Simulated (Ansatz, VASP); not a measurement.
# InP in VASP and in Ansatz

INCAR

```
  ALGO = Normal
  DIPOL = 0.5 0.5 0.500
  EDIFF = 1E-6
  ENCUT = 520
  GGA = PE
  IDIPOL = 3
  ISIF = 2
  ISMEAR = 0
  LASPH = True
  LCHARG = True
  LDIPOL = True
  LELF = True
  LREAL = False
  LVACPOTAV = True
  LVHAR = True
  LWAVE = False
  NBANDS = 46
  NELM = 100
  PREC = Accurate
  SIGMA = 0.1
```

Contents of KPOINTS:

```
k-points
0
Gamma
  9 9 1
```

The input POSCAR:

```
InP
1.0
    3.9175984294      0.0000000000      0.0000000000
   -1.9587992147      3.3927397617      0.0000000000
    0.0000000000      0.0000000000     26.1954700307
P In
4 4
Direct
    0.3333333333      0.6666666667      0.2863090447
    0.0000000000      0.0000000000      0.4084181620
    0.6666666667      0.3333333333      0.5305272793
    0.3333333333      0.6666666667      0.6526363966
    0.6666666667      0.3333333333      0.3473636034
    0.3333333333      0.6666666667      0.4694727207
    0.0000000000      0.0000000000      0.5915818380
    0.6666666667      0.3333333333      0.7136909553
```

Input for Ansatz:

```yaml
crystal:
  lattice:
    - [3.9175984294, 0.0, 0.0]
    - [-1.9587992147, 3.3927397617, 0.0]
    - [0.0, 0.0, 26.1954700307]
  atoms:
    - { symbol: P, position: [0.3333333333, 0.6666666667, 0.2863090447] }
    - { symbol: In, position: [0.6666666667, 0.3333333333, 0.3473636034] }
    - { symbol: P, position: [0.0, 0.0, 0.408418162] }
    - { symbol: In, position: [0.3333333333, 0.6666666667, 0.4694727207] }
    - { symbol: P, position: [0.6666666667, 0.3333333333, 0.5305272793] }
    - { symbol: In, position: [0.0, 0.0, 0.591581838] }
    - { symbol: P, position: [0.3333333333, 0.6666666667, 0.6526363966] }
    - { symbol: In, position: [0.6666666667, 0.3333333333, 0.7136909553] }
basis:
  ecutwfc: 420
kpoints:
  mp_grid: { grid: [9, 9, 1] }
hamiltonian:
  xc: pbe
scf:
  occupations: { method: gaussian, width: 0.1 }
output:
  forces: true
  stress: true
  eigenvalues: true
  write_density: true
  write_potential: true
  elf: true
  volumetric_format: npy
efield:
  axis: 3
  dipole_correction: true
  ramp_width: 0.04
```

Alike in both runs: task single point; functional PBE; k mesh 9 × 9 × 1; occupations gaussian, width 0.1 eV; no spin polarisation.

|  | VASP | Ansatz |
| --- | --- | --- |
| version | VASP 6.6.1 | Ansatz 0.2.0 |
| potentials or method | VASP PAW PBE potentials, release 64 (P, In_d), cutoff 520 eV | scalar-relativistic, plane waves, PAW |
| valence electrons in the cell | 72 | 72 |

```csv
,VASP,Ansatz,Ansatz less VASP
gap on the k mesh at the Fermi level (eV),none,none,-
rms of the force components (eV/Å),0.219,0.219,-0.0001
"work function, face that differs most (eV)",5.87,5.87,+0.004
```

A gap of «none» marks a metal or a gap that the smearing closes. Ansatz's warnings: xc potential rough in thin density.
